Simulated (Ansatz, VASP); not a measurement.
## Co: VASP beside Ansatz

The input INCAR:

```
  PREC = Accurate
  ENCUT = 520
  EDIFF = 1E-6
  ISMEAR = 0
  SIGMA = 0.017
  LREAL = False
  LASPH = True
  NELM = 150
  ALGO = Normal
  ISIF = 2
  LWAVE = False
  LCHARG = False
  ISPIN = 2
  MAGMOM = 2 2 2 2
  LORBIT = 11
  LMAXMIX = 4
  GGA = PE
  NBANDS = 30
```

The input KPOINTS:

```
regular mesh
0
Gamma
  12 12 4
```

File POSCAR:

```
Co
1.0
    2.4705617809      0.0000000000      0.0000000000
   -1.2352808905      2.1395692639      0.0000000000
    0.0000000000      0.0000000000      8.0882338000
Co
4
Direct
    0.6666666667      0.3333333333      0.7500000000
    0.0000000000      0.0000000000      0.5000000000
    0.3333333333      0.6666666667      0.2500000000
    0.0000000000      0.0000000000      0.0000000000
```

input.yaml

```yaml
crystal:
  lattice:
    - [2.4705617809, 0.0, 0.0]
    - [-1.2352808905, 2.1395692639, 0.0]
    - [0.0, 0.0, 8.0882338]
  atoms:
    - { symbol: Co, position: [0.6666666667, 0.3333333333, 0.75], spin: 2.0 }
    - { symbol: Co, position: [0.0, 0.0, 0.5], spin: 2.0 }
    - { symbol: Co, position: [0.3333333333, 0.6666666667, 0.25], spin: 2.0 }
    - { symbol: Co, position: [0.0, 0.0, 0.0], spin: 2.0 }
hamiltonian:
  xc: pbe
  pseudopotentials: { kind: paw }
magnetization:
  spin_polarized: true
kpoints:
  mp_grid: { grid: [12, 12, 4] }
scf:
  occupations: { method: gaussian, width: 0.017 }
output:
  forces: true
  stress: true
  eigenvalues: true
  write_density: true
  write_potential: true
  elf: true
  volumetric_format: npy
```

Alike in both runs: task single point; functional PBE; k mesh 12 × 12 × 4; occupations gaussian, width 0.017 eV; collinear spin.

```csv
,VASP,Ansatz
version,VASP 6.6.1,Ansatz 0.2.0
potentials or method,"VASP PAW PBE potentials, release 64 (Co)",Ansatz PAW
plane-wave cutoff (eV),520,420
valence electrons in the cell,36,68
```

VASP gave:

| Item | Value |
| --- | --- |
| gap on the k mesh at the Fermi level (eV) | none |
| pressure (GPa) | 3.8 |
| traceless stress, the component that is largest in VASP (GPa) | -2.90 |
| net moment per atom (μB) | 1.65 |
| size of the moment on the site where the two differ most (μB) | 1.67 |

**Question.** Estimate Ansatz's values.

**Answer.** gap on the k mesh at the Fermi level (eV): none; pressure (GPa): 4.7; traceless stress, the component that is largest in VASP (GPa): -3.14; net moment per atom (μB): 1.65; size of the moment on the site where the two differ most (μB): 1.74.

Site moments also hang on the region over which each program counts them. A gap of «none» marks a metal or a gap that the smearing closes. The functional is the same, so the differences come from potentials, cutoffs and numerics. VASP's potentials hold 36 valence electrons a cell and Ansatz's 68, so a difference there can come from the potentials and not from the codes.
